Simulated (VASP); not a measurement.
Write the native input for VASP 6.6.1 that does the following.

- Task: single point
- Functional: PBE
- Dispersion: D3(BJ)
- Potentials or basis: VASP PAW PBE potentials, release 64 (Sn_d, Se)
- Cutoff: 520 eV
- k mesh: 6 × 6 × 6
- Occupations: gaussian, width 0.02 eV
- Spin: no spin polarisation
- Dipole correction: no
- Further INCAR settings: ALGO = Normal; EDIFF = 1e-06; NBANDS = 28

The structure of SnSe lies in POSCAR:

```
SnSe
1.0
    4.0458852690      0.0000000000      0.0000000000
    0.0000000000      4.0458852690      0.0000000000
    0.0000000000      0.0000000000      5.7220067374
Sn Se
2 2
Direct
    0.5000000000      0.0000000000      0.2500887140
    0.0000000000      0.5000000000      0.7499112860
    0.5000000000      0.0000000000      0.7499351865
    0.0000000000      0.5000000000      0.2500648135
```

The input as run:

INCAR

```
SYSTEM = SnSe
PREC = Accurate ; ENCUT = 520
EDIFF = 1E-6 ; ISMEAR = 0
SIGMA = 0.02 ; LREAL = .False.
LASPH = .True. ; NELM = 80
ALGO = Normal ; ISIF = 2
LWAVE = .False. ; LCHARG = .False.
GGA = PE ; IVDW = 12
NBANDS = 28
```

KPOINTS

```
regular mesh
0
Gamma
  6 6 6
  0 0 0
```

Potentials or basis: VASP PAW PBE potentials, release 64 (Sn_d, Se).

Run with:

```sh
$ cat potpaw_PBE.64/Sn_d/POTCAR potpaw_PBE.64/Se/POTCAR > POTCAR
$ mpirun -np 1 vasp_std > vasp.out
```

Results of the run:

The pressure is 9.0 GPa. The band gap on the k mesh is 0.28 eV and the dispersion energy per atom is -0.413 eV.

Caveat: the cell stands under pressure; semilocal functionals underestimate gaps, and a narrow one can read as zero; spin-orbit coupling is left out, which moves the levels of the heavy elements.

Wall time 50 s on 1 thread of AMD EPYC 9R45 96-Core Processor (Zen 5), with other jobs on the host, peak memory 0.22 GiB.
